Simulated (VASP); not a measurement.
Au:

```
Au
1.0
    -1.66824    1.66824    1.66824
     1.66824   -1.66824    1.66824
     1.66824    1.66824   -1.66824
Au
1
Direct
  0.00000 0.00000 0.00000
```

Base run:

* Program: VASP 6.6.1
* Functional: r2SCAN
* Potentials or basis: VASP PAW PBE potentials, release 64 (Au)
* Cutoff: 520 eV
* k mesh: 11 × 11 × 11
* Occupations: fermi-dirac, width 0.05 eV
* Spin: no spin polarisation

Its results: pressure -6.3 GPa.

Task: The run is repeated on the same cell with these changes: functional from r2SCAN to PBE; cutoff from 520 eV to 500 eV. What comes out?

Result: Pressure -3.5 GPa.

Caveats: the PAW data sets were made with another functional, which shifts forces and pressure a little (some runs).
